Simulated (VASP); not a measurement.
# Be (R32) in VASP: a series of runs, part 2 of 2

VASP 6.6.1. Earlier steps stand in the parts before.

## 3. Single point, PBE

INCAR reads:

```
ALGO = Normal
EDIFF = 1E-6
ENCUT = 520
GGA = PE
ISIF = 2
ISMEAR = 0
LASPH = T
LCHARG = F
LREAL = F
LWAVE = F
NBANDS = 18
NELM = 100
PREC = Accurate
SIGMA = 0.1
```

KPOINTS reads:

```
k-points
0
Gamma
  9 9 9
```

POSCAR reads:

```
Be
1.0
    2.9995168774      1.7317718766      2.1031720844
   -2.9995168774      1.7317718766      2.1031720844
    0.0000000000     -3.4635437532      2.1031720844
Be
8
Direct
    0.8074739732      0.1925260268      0.5000000000
    0.6956661456      0.3043338544      0.0000000000
    0.2540049110      0.2540049110      0.2540049110
    0.1925260268      0.5000000000      0.8074739732
    0.5000000000      0.8074739732      0.1925260268
    0.7459950890      0.7459950890      0.7459950890
    0.0000000000      0.6956661456      0.3043338544
    0.3043338544      0.0000000000      0.6956661456
```

Potentials or basis: VASP PAW PBE potentials, release 64 (Be).

Launch:

```
$ cat potpaw_PBE.64/Be/POTCAR > POTCAR
$ mpirun -np 1 vasp_std > vasp.out
```

OUTCAR:

```text
EDIFF = 1E-6
   ENCUT = 520
   GGA = PE
   ISIF = 2
   ISMEAR = 0
   LASPH = T
   LREAL = F
   NELM = 100
   PREC = Accurate

 ion  position               nearest neighbor table
   1  0.807  0.193  0.500-   4 2.12   5 2.12   2 2.13   2 2.13   6 2.15   3 2.15   8 2.32   7 2.32
                             7 2.35   8 2.35
   2  0.696  0.304  0.000-   7 2.12   8 2.12   1 2.13   1 2.13   6 2.15   3 2.15   4 2.32   5 2.32
                             5 2.35   4 2.35
   3  0.254  0.254  0.254-   8 2.15   2 2.15   7 2.15   4 2.15   1 2.15   5 2.15
   4  0.193  0.500  0.807-   5 2.12   1 2.12   8 2.13   8 2.13   3 2.15   6 2.15   2 2.32   7 2.32
[... 725 lines left out ...]
  Total        0.0666473      0.0666473      0.0607923      0.0000000     -0.0000000      0.0000000
  in kB        1.6290161      1.6290161      1.4859058      0.0000000     -0.0000000      0.0000000
  external PRESSURE =       1.5813127 kB  Pullay stress =       0.0000000 kB

 VOLUME and BASIS-vectors are now :
 -----------------------------------------------------------------------------
  energy-cutoff  :      520.00
  volume of cell :       65.55
      direct lattice vectors                 reciprocal lattice vectors
     2.999516877  1.731771877  2.103172084     0.166693511  0.096240544  0.158490756
    -2.999516877  1.731771877  2.103172084    -0.166693511  0.096240544  0.158490756
     0.000000000 -3.463543753  2.103172084     0.000000000 -0.192481087  0.158490756

 POSITION                                       TOTAL-FORCE (eV/Angst)
 -----------------------------------------------------------------------------------
      1.84455      0.00000      3.15476        -0.004166     -0.000000     -0.000000
      1.17381      1.73177      2.10317         0.000219     -0.000000     -0.000000
      0.00000      0.00000      1.60265         0.000000     -0.000000     -0.001638
     -0.92227     -1.59742      3.15476         0.002083      0.003608     -0.000000
     -0.92227      1.59742      3.15476         0.002083     -0.003608     -0.000000
      0.00000      0.00000      4.70687         0.000000     -0.000000      0.001638
     -2.08666      0.15066      2.10317        -0.000110      0.000190     -0.000000
      0.91285     -1.88243      2.10317        -0.000110     -0.000190     -0.000000
 -----------------------------------------------------------------------------------
    total drift:                               -0.000000      0.000000      0.000000

  FREE ENERGIE OF THE ION-ELECTRON SYSTEM (eV)
  ---------------------------------------------------
  free  energy   TOTEN  =       -29.8154210031 eV

  energy  without entropy=      -29.8115625783  energy(sigma->0) =      -29.81349179
```

OSZICAR:

```text
N       E                     dE             d eps       ncg     rms          rms(c)
DAV:   1     0.109602979915E+02    0.10960E+02   -0.60508E+03  3060   0.754E+02
DAV:   2    -0.289701044761E+02   -0.39930E+02   -0.36236E+02  4070   0.139E+02
DAV:   3    -0.303257283972E+02   -0.13556E+01   -0.13332E+01  4194   0.201E+01
DAV:   4    -0.303342111898E+02   -0.84828E-02   -0.84734E-02  3954   0.192E+00
DAV:   5    -0.303342656749E+02   -0.54485E-04   -0.54474E-04  4136   0.135E-01    0.302E+00
DAV:   6    -0.299506564235E+02    0.38361E+00   -0.13731E-01  3700   0.230E+00    0.174E+00
DAV:   7    -0.298169986626E+02    0.13366E+00   -0.13004E-01  3924   0.218E+00    0.313E-01
DAV:   8    -0.298154205530E+02    0.15781E-02   -0.77552E-03  4012   0.546E-01    0.483E-02
DAV:   9    -0.298154206679E+02   -0.11486E-06   -0.10990E-04  4042   0.644E-02    0.185E-02
DAV:  10    -0.298154210031E+02   -0.33519E-06   -0.69180E-06  3884   0.132E-02
   1 F= -.29815421E+02 E0= -.29813492E+02  d E =-.385842E-02
```

stdout:

```text
POSCAR found type information on POSCAR Be
 POSCAR found :  1 types and       8 ions
 scaLAPACK will be used
 LDA part: xc-table for (Slater+PW92), standard interpolation
 POSCAR, INCAR and KPOINTS ok, starting setup
 FFT: planning ... GRIDC
 FFT: planning ... GRID_SOFT
 FFT: planning ... GRID
 WAVECAR not read
 entering main loop
```

It took 40 s on 1 thread of Intel Xeon Platinum 8488C (Sapphire Rapids), shared host; peak memory 0.2 GiB.

What came out:

```
Free energy            : -29.8154 eV
Pressure               : 0.2 GPa
Largest force          : 0.004 eV/Å
Band gap on the k mesh : zero (bands 8 and 9 overlap by 2.79 eV)
```

Forces on the atoms (eV/Å):
```
Be  -0.004  0.000  0.000
Be   0.000  0.000  0.000
Be   0.000  0.000 -0.002
Be   0.002  0.004  0.000
Be   0.002 -0.004  0.000
Be   0.000  0.000  0.002
Be   0.000  0.000  0.000
Be   0.000  0.000  0.000
```

Levels at points of the mesh, in eV from the Fermi level:
```tsv
k point	band 5	band 6	band 7	band 8	band 9	band 10	band 11	band 12
(0.00, 0.00, 0.00)	-3.42	-3.42	-3.17	0.33	0.33	0.74	0.74	4.53
```

## 4. Relaxation of cell and atoms, PBE

INCAR reads:

```
SYSTEM = Be
PREC = Accurate
ENCUT = 600
EDIFF = 1E-6
ISMEAR = 0
SIGMA = 0.1
LREAL = .False.
LASPH = .True.
NELM = 100
ALGO = Normal
ISIF = 3
LWAVE = .False.
LCHARG = .False.
GGA = PE
IBRION = 2
NSW = 100
EDIFFG = -0.01
```

KPOINTS reads:

```
regular mesh
0
Gamma
  9 9 9
  0 0 0
```

POSCAR reads:

```
Be
1.0
    3.0018089915      1.7330952293      2.1011653343
   -3.0018089915      1.7330952293      2.1011653343
    0.0000000000     -3.4661904585      2.1011653343
Be
8
Direct
    0.8080729484      0.1919270516      0.5000000000
    0.6949638130      0.3050361870      0.0000000000
    0.2545602935      0.2545602935      0.2545602935
    0.1919270516      0.5000000000      0.8080729484
    0.5000000000      0.8080729484      0.1919270516
    0.7454397065      0.7454397065      0.7454397065
    0.0000000000      0.6949638130      0.3050361870
    0.3050361870      0.0000000000      0.6949638130
```

Launch:

```
$ cat potpaw_PBE.64/Be/POTCAR > POTCAR
$ mpirun -np 1 vasp_std > vasp.out
```

It took 53 s on 1 thread of Intel Xeon Platinum 8488C (Sapphire Rapids), shared host; peak memory 0.21 GiB.

Results (log left out):

* Free energy: -29.8155 eV
* Relaxed volume: 8.21 Å³/atom
* Relaxed cell: a = 4.055 Å, b = 4.055 Å, c = 4.055 Å, α = 95.50°, β = 95.50°, γ = 95.50°
* Space group after relaxing (to 0.1 Å): R-3c (No. 167)
* Energy gained by relaxing: 0.0 meV/atom
* Ionic steps: 4
* Pressure after relaxing: -0.1 GPa
* Largest force after relaxing: 0.008 eV/Å
* Band gap on the k mesh: zero (bands 8 and 9 overlap by 2.80 eV)

Forces in eV/Å, atoms in the order of the input:
```
Be  -0.008  0.000  0.000
Be   0.007  0.000  0.000
Be   0.000  0.000 -0.004
Be   0.004  0.007  0.000
Be   0.004 -0.007  0.000
Be   0.000  0.000  0.004
Be  -0.004  0.006  0.000
Be  -0.004 -0.006  0.000
```

The path:
| step | energy change (eV) | largest force (eV/Å) | pressure (GPa) | volume (Å³) |
| --- | --- | --- | --- | --- |
| 1 | 0.0000 | 0.0233 | 0.14 | 65.59 |
| 2 | -0.0002 | 0.0178 | 0.01 | 65.66 |
| 3 | -0.0002 | 0.0135 | -0.10 | 65.71 |
| 4 | -0.0003 | 0.0077 | -0.05 | 65.68 |

Final structure:
```
Be
1.0
     3.00152    1.73293    2.10457
    -3.00152    1.73293    2.10457
     0.00000   -3.46585    2.10457
Be
8
Direct
  0.80777 0.19223 0.50000
  0.69549 0.30451 0.00000
  0.25433 0.25433 0.25433
  0.19223 0.50000 0.80777
  0.50000 0.80777 0.19223
  0.74567 0.74567 0.74567
  0.00000 0.69549 0.30451
  0.30451 0.00000 0.69549
```

Levels at points of the mesh, in eV from the Fermi level:
| k point | band 6 | band 7 | band 8 | band 9 | band 10 | band 11 |
| --- | --- | --- | --- | --- | --- | --- |
| (0.00, 0.00, 0.00) | -3.42 | -3.17 | 0.33 | 0.33 | 0.74 | 0.74 |

## 5. The runs side by side

| task | cell | k mesh | cutoff (eV) | gap on the mesh (eV) | pressure (GPa) | largest force (eV/Å) |
| --- | --- | --- | --- | --- | --- | --- |
| single point | a = 4.053 Å, angles 95.6°, 8 atoms | 6 × 6 × 6 | 520 | none | 0.1 | 0.02 |
| single point | a = 4.052 Å, angles 95.5°, 8 atoms | 9 × 9 × 9 | 520 | none | 0.2 | - |
| relaxation of cell and atoms | relaxed from a = 4.053 Å, angles 95.6°, 8 atoms | 9 × 9 × 9 | 600 | none | -0.1 | 0.01 |

Alike in all rows: level PBE; potentials or basis VASP PAW PBE potentials, release 64 (Be); no spin polarisation; smearing gaussian 0.1 eV.

Total energies depend on the potentials used, so only differences within one code and one set of settings carry meaning.
